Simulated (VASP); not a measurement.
Wanted: the native input for a VASP 6.6.1 run.

```
Task                   : electric field gradients
Functional             : LDA
Potentials or basis    : VASP PAW LDA potentials, release 64 (Cs_sv)
Cutoff                 : 520 eV
k mesh                 : 8 × 8 × 8
Occupations            : fermi-dirac, width 0.08 eV
Spin                   : no spin polarisation
Dipole correction      : no
Further INCAR settings : ALGO = Normal; EDIFF = 1e-08; NBANDS = 10
```

The structure of Cs lies in POSCAR:

```
Cs
1.0
    0.0000000000      3.8684204905      3.8684204905
    3.8684204905      0.0000000000      3.8684204905
    3.8684204905      3.8684204905      0.0000000000
Cs
1
Direct
    0.0000000000      0.0000000000      0.0000000000
```

This isn't the form of Cs at room conditions, which is bcc.

One way to write it, as run:

INCAR

```
SYSTEM = Cs
PREC     = Accurate       ! precision mode
ENCUT    = 520            ! plane-wave cutoff, eV
EDIFF    = 1E-8           ! SCF threshold, eV
ISMEAR   = -1             ! smearing method
SIGMA    = 0.08           ! smearing width, eV
LREAL    = .False.        ! projectors in reciprocal space
LASPH    = .True.         ! aspherical terms in the spheres
NELM     = 100            ! most SCF steps
ALGO     = Normal         ! electronic algorithm
ISIF     = 2              ! what is computed and relaxed
LWAVE    = .False.        ! write WAVECAR
LCHARG   = .False.        ! write CHGCAR
LEFG     = .True.       
NBANDS   = 10             ! bands
```

KPOINTS

```
Automatic mesh
0
Gamma
  8 8 8
  0 0 0
```

Potentials or basis: VASP PAW LDA potentials, release 64 (Cs_sv).

Run with:

```sh
$ cat potpaw_LDA.64/Cs_sv/POTCAR > POTCAR
$ mpirun -np 1 vasp_std > vasp.out
```

Results of the run:

```
Pressure                                : -0.3 GPa
Band gap on the k mesh                  : zero (an odd number of electrons rules out a gap without spin polarisation)
Largest electric field gradient by atom : zero within the noise of the run
```

Caveat: spin-orbit coupling is left out, which moves the levels of the heavy elements.

It took 26 s on 1 thread of Intel(R) Xeon(R) Platinum 8259CL CPU @ 2.50GHz (Skylake/Cascade Lake), on a shared host, peak memory 0.21 GiB.
